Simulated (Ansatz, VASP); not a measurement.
## Ta in VASP and in Ansatz

```xyz
1
Lattice="-1.6403 1.6403 1.6403 1.6403 -1.6403 1.6403 1.6403 1.6403 -1.6403" Properties=species:S:1:pos:R:3 pbc="T T T"
Ta    0.0000    0.0000    0.0000
```

Alike in both runs: functional PBEsol; k mesh 18 × 18 × 18; occupations gaussian, width 0.1 eV; no spin polarisation.

Ansatz relaxed the structure, and its values are those at the end. VASP's run is a single point on that final structure, the one shown.

```csv
,VASP,Ansatz
version,VASP 6.6.1,Ansatz 0.2.0
potentials or method,"VASP PAW PBE potentials, release 64 (Ta_pv), cutoff 520 eV","scalar-relativistic, plane waves, PAW"
valence electrons in the cell,11,13
```

|  | VASP | Ansatz | Ansatz less VASP |
| --- | --- | --- | --- |
| gap on the k mesh at the Fermi level (eV) | none | none | - |
| pressure (GPa) | 0.2 | 0.0 | -0.23 |

VASP's potentials were made for PBE, not for PBEsol. A gap of «none» marks a metal or a gap that the smearing closes. VASP's potentials hold 11 valence electrons a cell and Ansatz's 13, so a difference there can come from the potentials and not from the codes.

Neither program's run includes spin-orbit coupling.
